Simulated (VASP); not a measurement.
Here is a VASP 6.6.1 calculation.

INCAR

```
SYSTEM = Si3Ge
PREC = Accurate ; ENCUT = 600
EDIFF = 1E-7 ; ISMEAR = 0
SIGMA = 0.1 ; LREAL = .False.
LASPH = .True. ; NELM = 60
ALGO = Normal ; ISIF = 3
LWAVE = .False. ; LCHARG = .False.
GGA = PE ; IBRION = 2
NSW = 100 ; EDIFFG = -0.01
```

The input KPOINTS:

```
Automatic mesh
0
Gamma
  10 10 18
  0 0 0
```

File POSCAR:

```
Si3Ge
1.0
    5.0742924956      0.0000000000      0.0000000000
    0.0000000000      5.0742924956      0.0000000000
    0.0000000000      0.0000000000      2.5530824207
Si Ge
3 1
Direct
    0.0000000000      0.5000000000      0.0000000000
    0.5000000000      0.0000000000      0.0000000000
    0.0000000000      0.0000000000      0.5000000000
    0.5000000000      0.5000000000      0.0000000000
```

Potentials or basis: VASP PAW PBE potentials, release 64 (Si, Ge_d).

The run is started by

```bash
$ cat potpaw_PBE.64/Si/POTCAR potpaw_PBE.64/Ge_d/POTCAR > POTCAR
$ mpirun -np 1 vasp_std > vasp.out
```

Task: What does it give for the relaxed volume?

Result: 16.39 Å³/atom.

Task: What does it give for the band gap on the k mesh?

Result: Zero (band 13 reaches 9.74 eV, above the bottom of band 14 at 6.64 eV).

Final structure:
```
CELL_PARAMETERS angstrom
5.04538 0.00000 0.00000
0.00000 5.04538 0.00000
0.00000 0.00000 2.57614
ATOMIC_POSITIONS crystal
Si 0.00000 0.50000 0.00000
Si 0.50000 0.00000 0.00000
Si 0.00000 0.00000 0.50000
Ge 0.50000 0.50000 0.00000
```
